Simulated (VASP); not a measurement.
Set up this calculation in VASP 6.6.1, as the native input.

- Task: dielectric tensor
- Functional: PBE
- Potentials or basis: VASP PAW PBE potentials, release 64 (Ba_sv, Ti_sv, O)
- Cutoff: 520 eV
- k mesh: 6 × 6 × 6
- Occupations: gaussian, width 0.01 eV
- Spin: no spin polarisation
- Dipole correction: no
- Further INCAR settings: ALGO = Normal; EDIFF = 1e-08

The structure of BaTiO3 lies in POSCAR:

```
BaTiO3
1.0
    3.9723669980      0.0000000000      0.0000000000
    0.0000000000      3.9723669980      0.0000000000
    0.0000000000      0.0000000000      4.1122280131
Ba Ti O
1 1 3
Direct
    0.0000000000      0.0000000000     -0.0043575938
    0.5000000000      0.5000000000      0.4775259965
    0.5000000000      0.5000000000      0.0345448926
    0.5000000000      0.0000000000      0.5176433524
    0.0000000000      0.5000000000      0.5176433524
```

These files were run (other wordings do the same):

INCAR

```
SYSTEM = BaTiO3
PREC = Accurate
ENCUT = 520
EDIFF = 1E-8
ISMEAR = 0
SIGMA = 0.01
LREAL = .FALSE.
LASPH = .TRUE.
NELM = 80
ALGO = Normal
ISIF = 2
LWAVE = .FALSE.
LCHARG = .FALSE.
GGA = PE
LEPSILON = .TRUE.
```

KPOINTS

```
regular mesh
0
G
  6 6 6
  0 0 0
```

Potentials or basis: VASP PAW PBE potentials, release 64 (Ba_sv, Ti_sv, O).

Command:

```bash
$ cat potpaw_PBE.64/Ba_sv/POTCAR potpaw_PBE.64/Ti_sv/POTCAR potpaw_PBE.64/O/POTCAR > POTCAR
$ mpirun -np 1 vasp_std > vasp.out
```

Results of the run:

```
Band gap on the k mesh                  : 1.81 eV (least direct gap 2.30 eV)
Electronic dielectric tensor (diagonal) : 6.29, 6.29, 5.41
Born charges (mean of the diagonal)     : Ba +2.77; Ti +6.42; O -2.76, -3.21 (each value once) e
```

Caveat: spin-orbit coupling is left out, which moves the levels of the heavy elements.

Wall time 55 min on 1 thread of AMD EPYC 7R13 (shared host), peak memory 0.48 GiB.
